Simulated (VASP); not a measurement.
Crystal: SnSe2.

```
Sn Se
1.0
     3.82515    0.00000    0.00000
    -1.91257    3.31268    0.00000
     0.00000    0.00000    6.22708
Sn Se
1 2
Direct
  0.00000 0.00000 0.00000
  0.33333 0.66667 0.25308
  0.66667 0.33333 0.74692
```

Base run:

```yaml
Program: VASP 6.6.1
Functional: PBE
Potentials_or_basis: VASP PAW PBE potentials, release 64 (Sn_d, Se)
Cutoff: 520 eV
k_mesh: 12 × 12 × 4
Occupations: fermi-dirac, width 0.02 eV
Spin: no spin polarisation
```

Its results: band gap on the k mesh 0.74 eV, indirect (least direct gap 1.12 eV); pressure 3.0 GPa; largest force 0.275 eV/Å.

Problem. The run is repeated on the same cell with these changes: functional from PBE to r2SCAN; occupations from fermi-dirac, width 0.02 eV to gaussian, width 0.01 eV. What comes out?

Solution. Band gap on the k mesh 1.01 eV, indirect (least direct gap 1.49 eV); pressure 1.0 GPa; largest force 0.016 eV/Å.

Caveats: spin-orbit coupling is left out, which moves the levels of the heavy elements; this functional lacks dispersion, which binds the layers, so the pressure and a relaxed spacing across them are unreliable (some runs); the PAW data sets were made with another functional, which shifts forces and pressure a little (some runs).

A k mesh can miss the band edges.
